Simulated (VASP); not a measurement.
# Sn (P-1) in VASP: single point with PBEsol

Aim: the single point of Sn with PBEsol.

Everything below comes from runs of VASP 6.6.1. Logs are shortened: lines on timing, memory, paths and dates and some standing lists are left out, and cuts for length are marked.

### Step 1. The cell of the first run

The typed cell holds 4 atoms: a = 3.406 Å, b = 3.406 Å, c = 11.460 Å, α = 96.05°, β = 81.01°, γ = 119.08°.

### Step 2. Single point, PBEsol (the part above a cut slid along it)

Input file INCAR:

```
PREC = Accurate
ENCUT = 520
EDIFF = 1E-7
ISMEAR = 0
SIGMA = 0.15
LREAL = False
LASPH = True
NELM = 100
ALGO = Fast
ISIF = 2
LWAVE = False
LCHARG = True
GGA = PS
LVHAR = True
NBANDS = 36
KPAR = 4
```

Input file KPOINTS:

```
regular mesh
0
Gamma
  16 16 4
```

Input file POSCAR:

```
Sn
1.0
   -1.7265390000      1.7755470000     -2.3383420000
   -1.7265390000     -1.7755470000      2.3383420000
   -0.5755130000     10.0614330000      5.4561313333
Sn
4
Direct
    0.0000000000     -0.2916666667      0.8750000000
    0.2500000000      0.7083333333      0.1250000000
    0.5000000000      0.3750000000      0.3750000000
    0.7500000000      0.0416666667      0.6250000000
```

Potentials or basis: VASP PAW PBE potentials, release 64 (Sn_d).

Command:

```
cat potpaw_PBE.64/Sn_d/POTCAR > POTCAR
mpirun -np 4 vasp_std > vasp.out
```

OUTCAR:

```text
PREC = Accurate
   ENCUT = 520
   EDIFF = 1E-7
   ISMEAR = 0
   LREAL = False
   LASPH = True
   NELM = 100
   ISIF = 2
   GGA = PS

 ion  position               nearest neighbor table
   1  0.000  0.708  0.875-   2 3.11   4 3.41   4 3.41   2 3.53   4 3.55
   2  0.250  0.708  0.125-   1 3.11   3 3.41   3 3.41   1 3.53   3 3.55
   3  0.500  0.375  0.375-   2 3.41   4 3.41   2 3.41   4 3.41   2 3.55   4 3.55
   4  0.750  0.042  0.625-   1 3.41   3 3.41   1 3.41   3 3.41   3 3.55   1 3.55

  LATTYP: Found a triclinic cell.
 ALAT       =     3.4530780000
 B/A-ratio  =     0.9863881062
 C/A-ratio  =     3.3611831921
 COS(alpha) =     0.0116466150
 COS(beta)  =     0.1983428539
 COS(gamma) =     0.5068998671

  Lattice vectors:

 A1 = (   3.4530780000,   0.0000000000,   0.0000000000)
 A2 = (   1.7265390000,  -1.7755470000,   2.3383420000)
 A3 = (   2.3020520000,  -8.2858860000,  -7.7944733333)

Analysis of symmetry for initial positions (statically):
=====================================================================
 Subroutine PRICEL returns:
 Original cell was already a primitive cell.

 Routine SETGRP: Setting up the symmetry group for a
 triclinic supercell.

 Subroutine GETGRP returns: Found  2 space group operations
 (whereof  1 operations were pure point group operations)
 out of a pool of  2 trial point group operations.

The static configuration has the point symmetry C_1 .
 The point group associated with its full space group is S_2 .

Analysis of symmetry for dynamics (positions and initial velocities):
=====================================================================
 Subroutine PRICEL returns:
 Original cell was already a primitive cell.

 Routine SETGRP: Setting up the symmetry group for a
 triclinic supercell.

 Subroutine GETGRP returns: Found  2 space group operations
 (whereof  1 operations were pure point group operations)
 out of a pool of  2 trial point group operations.

The dynamic configuration has the point symmetry C_1 .
 The point group associated with its full space group is S_2 .

 Subroutine INISYM returns: Found  2 space group operations
 (whereof  1 operations are pure point group operations),
 and found     1 'primitive' translations

----------------------------------------------------------------------------------------

                                     Primitive cell

  volume of cell :     114.6929

  direct lattice vectors                    reciprocal lattice vectors
    -1.726539000  1.775547000 -2.338342000    -0.289596702  0.070400840 -0.160370040
    -1.726539000 -1.775547000  2.338342000    -0.289596702 -0.093867786  0.142551147
    -0.575513000 10.061433000  5.456131333     0.000000000  0.070400840  0.053456680

  length of vectors
     3.406075069  3.406075069 11.460061883     0.338439179  0.336152109  0.088396238

  position of ions in fractional coordinates (direct lattice)
     0.000000000  0.708333333  0.875000000
     0.250000000  0.708333333  0.125000000
     0.500000000  0.375000000  0.375000000
     0.750000000  0.041666667  0.625000000

  ion indices of the primitive-cell ions
   primitive index   ion index
                 1           1
                 2           2
                 3           3
                 4           4

----------------------------------------------------------------------------------------

 KPOINTS: regular mesh

Automatic generation of k-mesh.
 Grid dimensions read from file:
 generate k-points for:   16   16    4

 Generating k-lattice:

  Cartesian coordinates                     Fractional coordinates (reciprocal lattice)
    -0.018099794  0.004400052 -0.010023127     0.062500000  0.000000000  0.000000000
    -0.018099794 -0.005866737  0.008909447     0.000000000  0.062500000  0.000000000
     0.000000000  0.017600210  0.013364170    -0.000000000  0.000000000  0.250000000

  Length of vectors
     0.021152449  0.021009507  0.022099059

  Shift w.r.t. Gamma in fractional coordinates (k-lattice)
     0.000000000  0.000000000  0.000000000

 Subroutine IBZKPT returns following result:
 ===========================================

 Found    516 irreducible k-points:

 Following reciprocal coordinates:
            Coordinates               Weight
  0.000000  0.000000  0.000000      1.000000
  0.062500  0.000000  0.000000      2.000000
  0.125000  0.000000  0.000000      2.000000
  0.187500  0.000000  0.000000      2.000000
  0.250000  0.000000  0.000000      2.000000
  0.312500  0.000000  0.000000      2.000000
[... 16 lines left out ...]
 -0.187500  0.062500 -0.000000      2.000000
 -0.125000  0.062500 -0.000000      2.000000
 [... further k-points ...]
   k-points           NKPTS =    516   k-points in BZ     NKDIM =    516   number of bands    NBANDS=     36
   number of dos      NEDOS =    301   number of ions     NIONS =      4
   total plane-waves  NPLWV =  70560
   dimension x,y,z NGX =    28 NGY =   28 NGZ =   90
   dimension x,y,z NGXF=    56 NGYF=   56 NGZF=  180
   ions per type =               4
   NGX,Y,Z   is equivalent  to a cutoff of  13.67, 13.67, 13.06 a.u.
   NGXF,Y,Z  is equivalent  to a cutoff of  27.33, 27.33, 26.11 a.u.
 SYSTEM =  unknown system
   PREC   = accura    normal or accurate (medium, high low for compatibility)
   ISTART =      0    job   : 0-new  1-cont  2-samecut
   ICHARG =      2    charge: 1-file 2-atom 10-const
   ISPIN  =      1    spin polarized calculation?
   LNONCOLLINEAR =      F non collinear calculations
   LSORBIT =      F    spin-orbit coupling
   LASPH  =      T    aspherical Exc in radial PAW
   ENCUT  =  520.0 eV  38.22 Ry    6.18 a.u.   6.33  6.33 21.31*2*pi/ulx,y,z
   NELM   =    100;   NELMIN=  2; NELMDL= -5     # of ELM steps
   EDIFF  = 0.1E-06   stopping-criterion for ELM
   LREAL  =      F    real-space projection
   EDIFFG = 0.1E-05   stopping-criterion for IOM
   NSW    =      0    number of steps for IOM
   IBRION =     -1    ionic relax: 0-MD 1-quasi-New 2-CG
   NFREE  =      0    steps in history (QN), initial steepest desc. (CG)
   ISIF   =      2    stress and relaxation
   ISYM   =      2    0-nonsym 1-usesym 2-fastsym
   POTIM  = 0.5000    time-step for ionic-motion
   TEBEG  =    0.0;   TEEND  =   0.0 temperature during run
   PSTRESS=    0.0 pullay stress
   NELECT =      56.0000    total number of electrons
   NUPDOWN=      -1.0000    fix difference up-down
   EMIN   =  10.00;   EMAX   =-10.00  energy-range for DOS
   EFERMI =   0.00;   METHOD = LEGACY
   ISMEAR =     0;   SIGMA  =   0.15  broadening in eV -4-tet -1-fermi 0-gaus
   EFERMI_NEDOS =   21; number of points for ismear=-14 and -15
   IALGO  =     68    algorithm
   IMIX   =      4    mixing-type and parameters
     AMIX     =   0.40;   BMIX     =  1.00
     AMIX_MAG =   1.60;   BMIX_MAG =  1.00
  volume/ion in A,a.u.               =      28.67       193.50
  Fermi-wavevector in a.u.,A,eV,Ry     =   1.289116  2.436076 22.610433  1.661820
  Thomas-Fermi vector in A             =   2.421028
   LORBIT       =      0    0 simple, 1 ext, 2 COOP (PROOUT), +10 PAW based schemes
   GGA     = PS    functional components
   LHFCALC =     F    Hartree Fock is set to
   AEXX    =    0.0000 exact exchange contribution
   IVDW    =     0    specifies the selected vdW correction
   LEPSILON=     F    determine dielectric tensor
   LRPA    =     F    only Hartree local field effects (RPA)
 non-spin polarized calculation
 RMM-DIIS sequential band-by-band and
 Gauss-broadening in eV      SIGMA  =   0.15
  energy-cutoff  :      520.00
  volume of cell :      114.69
 maximum number of plane-waves:      3120
 NGX is ok and might be reduce to    28
   NGX = 13   NGY = 13   NGZ = 43

 number of electron      55.9999983 magnetization

 Free energy of the ion-electron system (eV)
  ---------------------------------------------------
  ext. energy  EPLUGINS =         0.00000000
  ---------------------------------------------------
  free energy    TOTEN  =       -16.81740489 eV

  energy without entropy =      -16.79169985  energy(sigma->0) =      -16.80455237

 E-fermi :   7.3441     XC(G=0): -10.2500

 val. band max:        7.3438038551   @ k =   0.4375   0.5000   0.5000
 cond. band min:       7.3441359053   @ k =   0.1250   0.1875   0.5000
 fundamental gap:      0.0003320502
 Fermi energy:         7.3440983095

 k-point     1 :       0.0000    0.0000    0.0000
  band No.  band energies     occupation
      1     -14.1230      2.00000
      2     -14.1074      2.00000
      3     -14.0998      2.00000
      4     -14.0971      2.00000
      5     -14.0936      2.00000
      6     -14.0871      2.00000
[... 28 lines left out ...]
     35      14.4760      0.00000
     36      14.7524      0.00000

 k-point     2 :       0.0625    0.0000    0.0000
  band No.  band energies     occupation
      1     -14.1223      2.00000
      2     -14.1074      2.00000
      3     -14.0997      2.00000
      4     -14.0954      2.00000
      5     -14.0917      2.00000
      6     -14.0831      2.00000
[... 28 lines left out ...]
     35      14.4309      0.00000
     36      14.6219      0.00000

 k-point     3 :       0.1250    0.0000    0.0000
  band No.  band energies     occupation
      1     -14.1220      2.00000
      2     -14.1111      2.00000
      3     -14.0985      2.00000
      4     -14.0929      2.00000
      5     -14.0861      2.00000
      6     -14.0764      2.00000
[... 28 lines left out ...]
     35      14.1841      0.00000
     36      14.4674      0.00000
[... 742 lines left out ...]
 k-point    23 :      -0.1875    0.0625   -0.0000
  band No.  band energies     occupation
      1     -14.1227      2.00000
      2     -14.1120      2.00000
      3     -14.0951      2.00000
      4     -14.0890      2.00000
      5     -14.0828      2.00000
      6     -14.0771      2.00000
[... 28 lines left out ...]
     35      13.3107      0.00000
     36      14.4785      0.00000

 k-point    24 :      -0.1250    0.0625   -0.0000
  band No.  band energies     occupation
      1     -14.1222      2.00000
      2     -14.1062      2.00000
      3     -14.0960      2.00000
      4     -14.0903      2.00000
      5     -14.0857      2.00000
      6     -14.0784      2.00000
[... 28 lines left out ...]
     35      13.8620      0.00000
     36      14.5140      0.00000

 [... further k-points ...]

------------------------ aborting loop because EDIFF is reached ----------------------------------------

  FORCE on cell =-STRESS in cart. coord.  units (eV):
  Direction    XX          YY          ZZ          XY          YZ          ZX
  --------------------------------------------------------------------------------------
  -------------------------------------------------------------------------------------
  Total       -2.7832127     -2.2767439     -2.6864584     -0.1369839      0.0040545     -0.0167153
  in kB      -38.8794757    -31.8044719    -37.5278876     -1.9135667      0.0566387     -0.2335011
  external PRESSURE =     -36.0706118 kB  Pullay stress =       0.0000000 kB

 VOLUME and BASIS-vectors are now :
 -----------------------------------------------------------------------------
  energy-cutoff  :      520.00
  volume of cell :      114.69
      direct lattice vectors                 reciprocal lattice vectors
    -1.726539000  1.775547000 -2.338342000    -0.289596702  0.070400840 -0.160370040
    -1.726539000 -1.775547000  2.338342000    -0.289596702 -0.093867786  0.142551147
    -0.575513000 10.061433000  5.456131333     0.000000000  0.070400840  0.053456680

 POSITION                                       TOTAL-FORCE (eV/Angst)
 -----------------------------------------------------------------------------------
     -1.72654      7.54607      6.43044         0.030289     -0.180606     -0.051963
     -1.72654      0.44389      1.75376        -0.030289      0.180606      0.051963
     -1.72654      3.99498      1.75376        -0.017814      0.007905     -0.004169
     -1.72654      7.54607      1.75376         0.017814     -0.007905      0.004169
 -----------------------------------------------------------------------------------
    total drift:                               -0.000021     -0.000001     -0.000006

  FREE ENERGIE OF THE ION-ELECTRON SYSTEM (eV)
  ---------------------------------------------------
  free  energy   TOTEN  =       -16.8174048907 eV

  energy  without entropy=      -16.7916998496  energy(sigma->0) =      -16.80455237
```

Run time: 6.8 min. Hardware: 4 MPI ranks of Intel Xeon Platinum 8559C (Emerald Rapids), shared host; peak memory 1.4 GiB.

Results:

- Free energy: -16.8174 eV
- Pressure: -3.6 GPa
- Largest force: 0.190 eV/Å
- Band gap on the k mesh: zero (bands 28 and 29 overlap by 7.19 eV)

Forces on the atoms (eV/Å):
```
Sn   0.030 -0.181 -0.052
Sn  -0.030  0.181  0.052
Sn  -0.018  0.008 -0.004
Sn   0.018 -0.008  0.004
```

Caveat: the cell differs from its parent crystal (the part above a cut slid along it); the cell stands under tension; the PAW data sets were made with another functional, which shifts forces and pressure a little; spin-orbit coupling is left out, which moves the levels of the heavy elements.
